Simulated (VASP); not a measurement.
A run of VASP 6.6.1:

The input INCAR:

```
SYSTEM = Sc
ALGO = Normal ; EDIFF = 1E-8
ENCUT = 520 ; GGA = PE
ISIF = 2 ; ISMEAR = -1
ISYM = 0 ; LASPH = .TRUE.
LCHARG = .FALSE. ; LDAU = .TRUE.
LDAUJ = 0 ; LDAUL = 2
LDAUPRINT = 1 ; LDAUTYPE = 2
LDAUU = 2 ; LEFG = .TRUE.
LMAXMIX = 4 ; LREAL = .FALSE.
LWAVE = .FALSE. ; NBANDS = 18
NELM = 150 ; PREC = Accurate
SIGMA = 0.05
```

The input KPOINTS:

```
Automatic mesh
0
Gamma
  11 11 6
  0.5 0.5 0.5
```

POSCAR

```
Sc
1.0
    3.3090000000      0.0000000000      0.0000000000
   -1.6545000000      2.8656780611      0.0000000000
    0.0000000000      0.0000000000      5.2733000000
Sc
2
Direct
    0.3333333333      0.6666666667      0.2500000000
    0.6666666667      0.3333333333      0.7500000000
```

Potentials or basis: VASP PAW PBE potentials, release 64 (Sc_sv).

Launch:

```sh
$ cat potpaw_PBE.64/Sc_sv/POTCAR > POTCAR
$ mpirun -np 1 vasp_std > vasp.out
```

Hardware: 1 thread of Intel Xeon 8259CL, on a shared host.

Problem. Estimate the wall time of this run.

Solution. Run time: 35 min on 1 thread of Intel Xeon 8259CL, with other jobs on the host, peak memory 0.83 GiB. Counts: scf iterations 18, k points 1089.
